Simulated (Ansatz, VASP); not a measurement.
# PbS: VASP beside Ansatz

```
Pb S
1.0
     4.99709    0.00000    0.00000
    -2.49854    4.32761    0.00000
     0.00000    0.00000    5.99707
Pb S
2 2
Direct
  0.33333 0.66667 0.25000
  0.66667 0.33333 0.75000
  0.66667 0.33333 0.25000
  0.33333 0.66667 0.75000
```

Alike in both runs: task single point; functional PBE; k mesh 6 × 6 × 4; occupations fermi-dirac, width 0.02 eV; no spin polarisation.

|  | VASP | Ansatz |
| --- | --- | --- |
| version | VASP 6.6.1 | Ansatz 0.2.0 |
| potentials or method | VASP PAW PBE potentials, release 64 (Pb_d, S) | plane waves, PAW |
| plane-wave cutoff (eV) | 500 | 420 |
| valence electrons in the cell | 40 | 40 |

```tsv
	VASP	Ansatz	Ansatz less VASP
gap on the k mesh at the Fermi level (eV)	1.42	1.42	-0.005
pressure (GPa)	0.7	0.8	+0.06
traceless stress, the component that is largest in VASP (GPa)	0.10	0.10	+0.002
```

Neither program's run includes spin-orbit coupling.
